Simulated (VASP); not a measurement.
Set up this calculation in VASP 6.6.1, as the native input.

```
Task                   : single point
Functional             : r2SCAN
Potentials or basis    : VASP PAW PBE potentials, release 64 (Al, N)
Cutoff                 : 520 eV
k mesh                 : 12 × 12 × 6
Occupations            : gaussian, width 0.05 eV
Spin                   : no spin polarisation
Dipole correction      : no
Further INCAR settings : ALGO = Normal; EDIFF = 1e-07; NBANDS = 16
```

The system is AlN.

```
CELL_PARAMETERS angstrom
2.84651 0.00000 0.00000
-1.42326 2.46515 0.00000
0.00000 0.00000 5.92997
ATOMIC_POSITIONS crystal
Al 0.33333 0.66667 0.00169
Al 0.66667 0.33333 0.50169
N 0.33333 0.66667 0.38331
N 0.66667 0.33333 0.88331
```

This cell differs from its parent crystal: ratio of the length along z to the lengths across it x 1.3, volume and fractional coordinates fixed.

One way to write it, as run:

POSCAR

```
AlN
1.0
    2.8465141993      0.0000000000      0.0000000000
   -1.4232570996      2.4651536088      0.0000000000
    0.0000000000      0.0000000000      5.9299692956
Al N
2 2
Direct
    0.3333333333      0.6666666667      0.0016929024
    0.6666666667      0.3333333333      0.5016929024
    0.3333333333      0.6666666667      0.3833070976
    0.6666666667      0.3333333333      0.8833070976
```

INCAR.step1

```
ALGO = Normal
EDIFF = 1E-4
ENCUT = 520
GGA = PE
ISMEAR = 0
LASPH = T
LCHARG = F
LREAL = F
LWAVE = T
NBANDS = 16
NELM = 60
PREC = Accurate
SIGMA = 0.05
```

INCAR.step2

```
ALGO = Normal
EDIFF = 1E-7
ENCUT = 520
ISIF = 2
ISMEAR = 0
ISTART = 1
LASPH = T
LCHARG = F
LMIXTAU = T
LREAL = F
LWAVE = F
METAGGA = R2SCAN
NBANDS = 16
NELM = 60
PREC = Accurate
SIGMA = 0.05
```

KPOINTS

```
k-points
0
Gamma
  12 12 6
```

Potentials or basis: VASP PAW PBE potentials, release 64 (Al, N).

Run with:

```console
$ cat potpaw_PBE.64/Al/POTCAR potpaw_PBE.64/N/POTCAR > POTCAR
$ cp INCAR.step1 INCAR
$ mpirun -np 1 vasp_std > vasp.out
$ cp INCAR.step2 INCAR
$ mpirun -np 1 vasp_std > vasp.out
```

It gave:

- Pressure: 18.4 GPa
- Largest force: 0.634 eV/Å
- Band gap on the k mesh: 2.28 eV, direct

Caveat: the PAW data sets were made with another functional, which shifts forces and pressure a little.

Run time: 2.1 min on 1 thread of AMD EPYC 9R45 96-Core Processor (Zen 5), with other jobs on the host, peak memory 0.16 GiB.
